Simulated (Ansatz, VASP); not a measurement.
# Two plane-wave programs on KF

```
K F
1.0
     2.68538    2.68538    0.00000
    -2.68538    2.68538    0.00000
     0.00000    2.68538    2.64956
K F
1 1
Direct
  0.00000 0.00000 0.00000
  0.50000 0.50000 0.00000
```

Change from the starting cell: film at in-plane strain +0.01.

Alike in both runs: task single point; functional r2SCAN; k mesh 8 × 8 × 8; no spin polarisation.

|  | VASP | Ansatz |
| --- | --- | --- |
| version | VASP 6.6.1 | Ansatz 0.2.0 |
| potentials or method | VASP PAW PBE potentials, release 64 (K_sv, F) | PAW with Ansatz's default frozen-core files, scalar-relativistic |
| plane-wave cutoff (eV) | 520 | 500 |
| occupations | gaussian, width 0.01 eV | fixed |
| valence electrons in the cell | 16 | 16 |

```csv
,VASP,Ansatz,Ansatz less VASP
gap on the k mesh at the Fermi level (eV),6.81,6.81,+0.001
pressure (GPa),-0.6,-0.5,+0.05
"traceless stress, the component that is largest in VASP (GPa)",0.54,0.53,-0.015
```

VASP's potentials were made for PBE, not for r2SCAN.
